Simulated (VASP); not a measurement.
# HfB (Fm-3m) in VASP: further runs

The runs below take HfB through single point, with PBE+D4, revPBE.

All numbers are computed with VASP 6.6.1; they aren't measurements. Logs are shortened: lines on timing, memory, paths and dates and some standing lists are left out, and cuts for length are marked.

**1. The cell of the first run**

Symmetry: Fm-3m, No. 225, cubic system. The conventional cell has a = 4.832 Å, b = 4.832 Å, c = 4.832 Å, α = 90.00°, β = 90.00°, γ = 90.00°. Within 3.2 Å of Hf (site symmetry m-3m) lie 6 B at 2.42 Å. B (site symmetry m-3m) has 6 Hf at 2.42 Å within 3.2 Å.

**2. Single point, PBE+D4 (volume scaled by 1.02)**

INCAR reads:

```
SYSTEM = HfB
PREC = Accurate
ENCUT = 500
EDIFF = 1E-6
ISMEAR = 0
SIGMA = 0.05
LREAL = .FALSE.
LASPH = .TRUE.
NELM = 120
ALGO = Normal
ISIF = 2
LWAVE = .FALSE.
LCHARG = .FALSE.
GGA = PE
IVDW = 13
NBANDS = 14
GGA_COMPAT = .FALSE.
```

KPOINTS reads:

```
Automatic mesh
0
G
  8 8 8
  0 0 0
```

POSCAR reads:

```
HfB
1.0
    0.0000000000      2.4161421001      2.4161421001
    2.4161421001      0.0000000000      2.4161421001
    2.4161421001      2.4161421001      0.0000000000
Hf B
1 1
Direct
    0.5000000000      0.5000000000      0.5000000000
    0.0000000000      0.0000000000      0.0000000000
```

Potentials or basis: VASP PAW PBE potentials, release 64 (Hf_pv, B).

The run is started by

```
> cat potpaw_PBE.64/Hf_pv/POTCAR potpaw_PBE.64/B/POTCAR > POTCAR
> mpirun -np 1 vasp_std > vasp.out
```

OUTCAR:

```text
SYSTEM = HfB
   PREC = Accurate
   ENCUT = 500
   EDIFF = 1E-6
   ISMEAR = 0
   LREAL = .FALSE.
   LASPH = .TRUE.
   NELM = 120
   ISIF = 2
   GGA = PE
   IVDW = 13

 ion  position               nearest neighbor table
   1  0.500  0.500  0.500-   2 2.42   2 2.42   2 2.42   2 2.42   2 2.42   2 2.42
   2  0.000  0.000  0.000-   1 2.42   1 2.42   1 2.42   1 2.42   1 2.42   1 2.42

  LATTYP: Found a face centered cubic cell.
 ALAT       =     4.8322842002

  Lattice vectors:

 A1 = (   0.0000000000,   2.4161421001,   2.4161421001)
 A2 = (   2.4161421001,   0.0000000000,   2.4161421001)
 A3 = (   2.4161421001,   2.4161421001,   0.0000000000)

Analysis of symmetry for initial positions (statically):
=====================================================================
 Subroutine PRICEL returns:
 Original cell was already a primitive cell.

 Routine SETGRP: Setting up the symmetry group for a
 face centered cubic supercell.

 Subroutine GETGRP returns: Found 48 space group operations
 (whereof 48 operations were pure point group operations)
 out of a pool of 48 trial point group operations.

The static configuration has the point symmetry O_h .

Analysis of symmetry for dynamics (positions and initial velocities):
=====================================================================
 Subroutine PRICEL returns:
 Original cell was already a primitive cell.

 Routine SETGRP: Setting up the symmetry group for a
 face centered cubic supercell.

 Subroutine GETGRP returns: Found 48 space group operations
 (whereof 48 operations were pure point group operations)
 out of a pool of 48 trial point group operations.

The dynamic configuration has the point symmetry O_h .

 Subroutine INISYM returns: Found 48 space group operations
 (whereof 48 operations are pure point group operations),
 and found     1 'primitive' translations

----------------------------------------------------------------------------------------

                                     Primitive cell

  volume of cell :      28.2096

  direct lattice vectors                    reciprocal lattice vectors
     0.000000000  2.416142100  2.416142100    -0.206941471  0.206941471  0.206941471
     2.416142100  0.000000000  2.416142100     0.206941471 -0.206941471  0.206941471
     2.416142100  2.416142100  0.000000000     0.206941471  0.206941471 -0.206941471

  length of vectors
     3.416940927  3.416940927  3.416940927     0.358433142  0.358433142  0.358433142

  position of ions in fractional coordinates (direct lattice)
     0.500000000  0.500000000  0.500000000
     0.000000000  0.000000000  0.000000000

  ion indices of the primitive-cell ions
   primitive index   ion index
                 1           1
                 2           2

----------------------------------------------------------------------------------------

 KPOINTS: Automatic mesh

Automatic generation of k-mesh.
 Grid dimensions read from file:
 generate k-points for:    8    8    8

 Generating k-lattice:

  Cartesian coordinates                     Fractional coordinates (reciprocal lattice)
    -0.025867684  0.025867684  0.025867684     0.125000000  0.000000000  0.000000000
     0.025867684 -0.025867684  0.025867684     0.000000000  0.125000000  0.000000000
     0.025867684  0.025867684 -0.025867684     0.000000000  0.000000000  0.125000000

  Length of vectors
     0.044804143  0.044804143  0.044804143

  Shift w.r.t. Gamma in fractional coordinates (k-lattice)
     0.000000000  0.000000000  0.000000000

 Subroutine IBZKPT returns following result:
 ===========================================

 Found     29 irreducible k-points:

 Following reciprocal coordinates:
            Coordinates               Weight
  0.000000  0.000000  0.000000      1.000000
  0.125000  0.000000  0.000000      8.000000
  0.250000  0.000000  0.000000      8.000000
  0.375000  0.000000  0.000000      8.000000
  0.500000  0.000000  0.000000      4.000000
  0.125000  0.125000  0.000000      6.000000
[... 16 lines left out ...]
  0.500000  0.250000  0.125000     48.000000
 -0.375000  0.250000  0.125000     24.000000
 [... further k-points ...]
   k-points           NKPTS =     29   k-points in BZ     NKDIM =     29   number of bands    NBANDS=     14
   number of dos      NEDOS =    301   number of ions     NIONS =      2
   total plane-waves  NPLWV =  21952
   dimension x,y,z NGX =    28 NGY =   28 NGZ =   28
   dimension x,y,z NGXF=    56 NGYF=   56 NGZF=   56
   ions per type =               1   1
   NGX,Y,Z   is equivalent  to a cutoff of  13.62, 13.62, 13.62 a.u.
   NGXF,Y,Z  is equivalent  to a cutoff of  27.25, 27.25, 27.25 a.u.
 SYSTEM =  HfB
   PREC   = accura    normal or accurate (medium, high low for compatibility)
   ISTART =      0    job   : 0-new  1-cont  2-samecut
   ICHARG =      2    charge: 1-file 2-atom 10-const
   ISPIN  =      1    spin polarized calculation?
   LNONCOLLINEAR =      F non collinear calculations
[... 72 lines left out ...]
     11       8.0128      0.00000
     12       8.0128      0.00000
     13      15.3196      0.00000
     14      15.4486      0.00000

 k-point     2 :       0.1250    0.0000    0.0000
  band No.  band energies     occupation
      1     -24.7839      2.00000
      2     -24.7242      2.00000
      3     -24.7242      2.00000
      4      -4.4507      2.00000
      5       5.1630      0.00000
      6       5.7066      0.00000
      7       5.7066      0.00000
      8       7.0064      0.00000
      9       7.0064      0.00000
     10       8.3705      0.00000
     11      10.2907      0.00000
     12      10.2907      0.00000
     13      15.8382      0.00000
     14      16.3772      0.00000

 k-point     3 :       0.2500    0.0000    0.0000
  band No.  band energies     occupation
      1     -24.9421      2.00000
      2     -24.7418      2.00000
      3     -24.7418      2.00000
      4      -3.4067      2.00000
      5       3.3065      2.00000
      6       4.3330      1.68116
      7       4.3330      1.68115
      8       7.8981      0.00000
      9       7.8981      0.00000
     10       8.8631      0.00000
     11      12.9283      0.00000
     12      12.9283      0.00000
     13      16.1496      0.00000
     14      18.1989      0.00000

 k-point     4 :       0.3750    0.0000    0.0000
  band No.  band energies     occupation
      1     -25.0952      2.00000
      2     -24.7593      2.00000
      3     -24.7593      2.00000
      4      -1.9230      2.00000
      5       1.4899      2.00000
      6       3.4513      2.00000
      7       3.4513      2.00000
      8       9.1998      0.00000
      9       9.1998      0.00000
     10       9.6688      0.00000
     11      13.9414      0.00000
     12      15.4073      0.00000
     13      15.4073      0.00000
     14      18.7201      0.00000

 k-point     5 :       0.5000    0.0000    0.0000
  band No.  band energies     occupation
      1     -25.1572      2.00000
      2     -24.7666      2.00000
      3     -24.7666      2.00000
      4      -0.3163      2.00000
      5      -0.1793      2.00000
      6       3.1527      2.00000
      7       3.1527      2.00000
      8       9.9556      0.00000
      9       9.9556      0.00000
     10      10.7815      0.00000
     11      12.0090      0.00000
[... 276 lines left out ...]
 k-point    22 :       0.3750    0.2500    0.1250
  band No.  band energies     occupation
      1     -24.9757      2.00000
      2     -24.8261      2.00000
      3     -24.7676      2.00000
      4      -2.6700      2.00000
      5       2.4337      2.00000
      6       3.8327      2.00000
      7       4.4077      0.26418
      8       6.9761      0.00000
      9       9.5436      0.00000
     10      10.5447      0.00000
     11      11.2104      0.00000
     12      14.6454      0.00000
     13      16.8241      0.00000
     14      18.5693      0.00000

 k-point    23 :       0.5000    0.2500    0.1250
  band No.  band energies     occupation
      1     -25.0586      2.00000
      2     -24.8711      2.00000
      3     -24.7913      2.00000
      4      -1.5133      2.00000
      5       1.4639      2.00000
      6       3.2433      2.00000
      7       3.8331      2.00000
      8       7.9633      0.00000
      9      10.2178      0.00000
     10      10.6069      0.00000
     11      12.4008      0.00000
     12      14.7218      0.00000
     13      17.0076      0.00000
     14      17.8613      0.00000

 k-point    24 :      -0.3750    0.2500    0.1250
  band No.  band energies     occupation
      1     -25.0946      2.00000
      2     -24.8836      2.00000
      3     -24.8051      2.00000
      4      -0.7411      2.00000
      5       0.7808      2.00000
      6       3.0967      2.00000
      7       3.6344      2.00000
      8       9.1157      0.00000
      9       9.2088      0.00000
     10      10.6526      0.00000
     11      14.1400      0.00000
     12      14.3071      0.00000
     13      15.5936      0.00000
     14      18.5907      0.00000

 [... further k-points ...]

------------------------ aborting loop because EDIFF is reached ----------------------------------------

  DFT-D4 for vdW energy calculation

  Edisp (eV):   -0.54168

  FORCE on cell =-STRESS in cart. coord.  units (eV):
  Direction    XX          YY          ZZ          XY          YZ          ZX
  --------------------------------------------------------------------------------------
  -------------------------------------------------------------------------------------
  Total      -0.57963    -0.57963    -0.57963     0.00000     0.00000    -0.00000
  in kB     -32.92056   -32.92056   -32.92056     0.00000     0.00000    -0.00000
  external pressure =      -32.92 kB  Pullay stress =        0.00 kB

 VOLUME and BASIS-vectors are now :
 -----------------------------------------------------------------------------
  energy-cutoff  :      500.00
  volume of cell :       28.21
      direct lattice vectors                 reciprocal lattice vectors
     0.000000000  2.416142100  2.416142100    -0.206941471  0.206941471  0.206941471
     2.416142100  0.000000000  2.416142100     0.206941471 -0.206941471  0.206941471
     2.416142100  2.416142100  0.000000000     0.206941471  0.206941471 -0.206941471

 POSITION                                       TOTAL-FORCE (eV/Angst)
 -----------------------------------------------------------------------------------
      2.41614      2.41614      2.41614        -0.000000     -0.000000     -0.000000
      0.00000      0.00000      0.00000         0.000000      0.000000      0.000000
 -----------------------------------------------------------------------------------
    total drift:                                0.000000      0.000000      0.000000

  FREE ENERGIE OF THE ION-ELECTRON SYSTEM (eV)
  ---------------------------------------------------
  free  energy   TOTEN  =       -17.9934762674 eV

  energy  without entropy=      -17.9916157449  energy(sigma->0) =      -17.99254601
```

It took 11 s on 1 thread of Intel Xeon 6975P-C, shared host; peak memory 0.16 GiB.

Results:

* Free energy: -17.9935 eV
* Pressure: -3.3 GPa
* Dispersion energy per atom: -0.271 eV

Caveat: the cell differs from its parent crystal (volume scaled by 1.02); spin-orbit coupling is left out, which moves the levels of the heavy elements; pairwise dispersion overbinds metals, which lowers pressure and volume.

**3. Single point, PBE+D4**

INCAR reads:

```
PREC = Accurate
ENCUT = 500
EDIFF = 1E-6
ISMEAR = 0
SIGMA = 0.05
LREAL = False
LASPH = True
NELM = 120
ALGO = Normal
ISIF = 2
LWAVE = False
LCHARG = True
GGA = PE
IVDW = 13
LELF = True
LVHAR = True
NBANDS = 14
GGA_COMPAT = False
```

KPOINTS reads:

```
Automatic mesh
0
Gamma
  8 8 8
```

POSCAR reads:

```
HfB
1.0
    0.0000000000      2.4318317742      2.4318317742
    2.4318317742      0.0000000000      2.4318317742
    2.4318317742      2.4318317742      0.0000000000
Hf B
1 1
Direct
    0.5000000000      0.5000000000      0.5000000000
    0.0000000000      0.0000000000      0.0000000000
```

Potentials or basis: VASP PAW PBE potentials, release 64 (Hf_pv, B).

The run is started by

```
> cat potpaw_PBE.64/Hf_pv/POTCAR potpaw_PBE.64/B/POTCAR > POTCAR
> mpirun -np 1 vasp_std > vasp.out
```

It took 9.9 s on 1 thread of Intel Xeon 6975P-C, shared host; peak memory 0.16 GiB.

Results (log left out):

```
Free energy                : -17.9771 eV
Pressure                   : -6.4 GPa
Dispersion energy per atom : -0.265 eV
```

Levels at points of the mesh, in eV from the Fermi level:
| k point | band 3 | band 4 | band 5 | band 6 | band 7 | band 8 | band 9 | band 10 | band 11 | band 12 |
| --- | --- | --- | --- | --- | --- | --- | --- | --- | --- | --- |
| (0.00, 0.00, 0.00) | -29.18 | -9.13 | 1.95 | 1.95 | 1.95 | 3.46 | 3.46 | 3.46 | 3.58 | 3.58 |
| (0.50, 0.00, 0.00) | -29.23 | -4.63 | -4.59 | -1.18 | -1.18 | 5.47 | 5.47 | 6.26 | 7.54 | 12.32 |
| (0.50, 0.50, 0.00) | -29.33 | -6.39 | -1.35 | -0.81 | 1.82 | 1.82 | 5.21 | 6.56 | 6.56 | 7.42 |

Caveat: spin-orbit coupling is left out, which moves the levels of the heavy elements; pairwise dispersion overbinds metals, which lowers pressure and volume.

**4. Single point, revPBE**

This run uses another cell than the first one, of 13.81 Å³/atom, 0.979 times its volume.

INCAR reads:

```
SYSTEM = HfB
ALGO = Normal ; EDIFF = 1E-6
ENCUT = 500 ; GGA = RE
GGA_COMPAT = .False. ; ISIF = 2
ISMEAR = 0 ; LASPH = .True.
LCHARG = .True. ; LELF = .True.
LREAL = .False. ; LVHAR = .True.
LWAVE = .False. ; NBANDS = 14
NELM = 120 ; PREC = Accurate
SIGMA = 0.05
```

KPOINTS reads:

```
k-points
0
Gamma
  8 8 8
  0 0 0
```

POSCAR reads:

```
HfB
1.0
    0.0000000000      2.3989328589      2.3989328589
    2.3989328589      0.0000000000      2.3989328589
    2.3989328589      2.3989328589      0.0000000000
Hf B
1 1
Direct
    0.5000000000      0.5000000000      0.5000000000
    0.0000000000      0.0000000000      0.0000000000
```

The run is started by

```
> cat potpaw_PBE.64/Hf_pv/POTCAR potpaw_PBE.64/B/POTCAR > POTCAR
> mpirun -np 1 vasp_std > vasp.out
```

Wall time 12 s (1 thread of Intel Xeon 6975P-C, shared host); peak memory 0.16 GiB.

It converged, with:

- Free energy: -16.8559 eV
- Pressure: 6.6 GPa

Levels at points of the mesh, in eV from the Fermi level:
```
           k point  band 5  band 6  band 7  band 8  band 9  band 10
(0.00, 0.00, 0.00)    2.02    2.02    2.02    3.57    3.57     3.57
(0.50, 0.00, 0.00)   -4.55   -1.25   -1.25    5.75    5.75     6.61
(0.50, 0.50, 0.00)   -1.30   -0.90    1.93    1.93    5.46     6.91
```

Caveat: the PAW data sets were made with another functional, which shifts forces and pressure a little; spin-orbit coupling is left out, which moves the levels of the heavy elements.

**5. Single point, revPBE**

This run uses another cell than the first one, of 14.37 Å³/atom, 1.018 times its volume.

INCAR reads:

```
SYSTEM = HfB
  PREC = Accurate
  ENCUT = 500
  EDIFF = 1E-6
  ISMEAR = 0
  SIGMA = 0.05
  LREAL = .False.
  LASPH = .True.
  NELM = 120
  ALGO = Normal
  ISIF = 2
  LWAVE = .False.
  LCHARG = .False.
  GGA = RE
  NBANDS = 14
  GGA_COMPAT = .False.
```

KPOINTS reads:

```
Automatic mesh
0
Gamma
  8 8 8
  0 0 0
```

POSCAR reads:

```
HfB
1.0
    0.0000000000      2.4309132534      2.4309132534
    2.4309132534      0.0000000000      2.4309132534
    2.4309132534      2.4309132534      0.0000000000
Hf B
1 1
Direct
    0.5000000000      0.5000000000      0.5000000000
    0.0000000000      0.0000000000      0.0000000000
```

The run is started by

```
> cat potpaw_PBE.64/Hf_pv/POTCAR potpaw_PBE.64/B/POTCAR > POTCAR
> mpirun -np 1 vasp_std > vasp.out
```

It took 12 s on 1 thread of Intel Xeon 6975P-C, shared host; peak memory 0.16 GiB.

The run converged. Its results:

- Free energy: -16.8772 eV
- Pressure: -0.4 GPa

Levels at points of the mesh, in eV from the Fermi level:
| k point | band 5 | band 6 | band 7 | band 8 | band 9 | band 10 |
| --- | --- | --- | --- | --- | --- | --- |
| (0.00, 0.00, 0.00) | 1.97 | 1.97 | 1.97 | 3.47 | 3.47 | 3.47 |
| (0.50, 0.00, 0.00) | -4.63 | -1.19 | -1.18 | 5.50 | 5.50 | 6.30 |
| (0.50, 0.50, 0.00) | -1.37 | -0.81 | 1.82 | 1.82 | 5.22 | 6.59 |

Caveat: the PAW data sets were made with another functional, which shifts forces and pressure a little; spin-orbit coupling is left out, which moves the levels of the heavy elements.

**6. Single point, revPBE**

This run uses another cell than the first one, of 14.33 Å³/atom, 1.016 times its volume.

INCAR reads:

```
SYSTEM = HfB
PREC = Accurate
ENCUT = 500
EDIFF = 1E-6
ISMEAR = 0
SIGMA = 0.05
LREAL = .FALSE.
LASPH = .TRUE.
NELM = 120
ALGO = Normal
ISIF = 2
LWAVE = .FALSE.
LCHARG = .FALSE.
GGA = RE
NBANDS = 14
GGA_COMPAT = .FALSE.
```

KPOINTS reads:

```
regular mesh
0
G
  8 8 8
  0 0 0
```

POSCAR reads:

```
HfB
1.0
    0.0000000000      2.4286642254      2.4286642254
    2.4286642254      0.0000000000      2.4286642254
    2.4286642254      2.4286642254      0.0000000000
Hf B
1 1
Direct
    0.5000000000      0.5000000000      0.5000000000
    0.0000000000      0.0000000000      0.0000000000
```

Potentials or basis: VASP PAW PBE potentials, release 64 (Hf_pv, B).

The run is started by

```
> cat potpaw_PBE.64/Hf_pv/POTCAR potpaw_PBE.64/B/POTCAR > POTCAR
> mpirun -np 1 vasp_std > vasp.out
```

It took 9.8 s on 1 thread of Intel Xeon 6975P-C, shared host; peak memory 0.16 GiB.

The run converged. Its results:

```
Free energy : -16.8772 eV
Pressure    : 0.0 GPa
```

Levels at points of the mesh, in eV from the Fermi level:
| k point | band 5 | band 6 | band 7 | band 8 | band 9 | band 10 |
| --- | --- | --- | --- | --- | --- | --- |
| (0.00, 0.00, 0.00) | 1.97 | 1.97 | 1.97 | 3.47 | 3.47 | 3.47 |
| (0.50, 0.00, 0.00) | -4.63 | -1.19 | -1.19 | 5.52 | 5.52 | 6.32 |
| (0.50, 0.50, 0.00) | -1.36 | -0.82 | 1.83 | 1.83 | 5.24 | 6.61 |

Caveat: the PAW data sets were made with another functional, which shifts forces and pressure a little; spin-orbit coupling is left out, which moves the levels of the heavy elements.

**7. The runs side by side**

| level | cell | gap on the mesh (eV) | pressure (GPa) |
| --- | --- | --- | --- |
| PBE+D4 | a = 3.417 Å, angles 60.0°, 2 atoms | none | -3.3 |
| PBE+D4 | a = 3.439 Å, angles 60.0°, 2 atoms | none | -6.4 |
| revPBE | a = 3.393 Å, angles 60.0°, 2 atoms | none | 6.6 |
| revPBE | a = 3.438 Å, angles 60.0°, 2 atoms | none | -0.4 |
| revPBE | a = 3.435 Å, angles 60.0°, 2 atoms | none | 0.0 |

Alike in all rows: task single point; potentials or basis VASP PAW PBE potentials, release 64 (Hf_pv, B); no spin polarisation; k mesh 8 × 8 × 8; cutoff (eV) 500; smearing gaussian 0.05 eV.

Caveats: spin-orbit coupling is left out, which moves the levels of the heavy elements; the PAW data sets were made with another functional, which shifts forces and pressure a little (some runs); pairwise dispersion overbinds metals, which lowers pressure and volume (some runs).

Absolute energies hang on the potentials; compare differences alone.
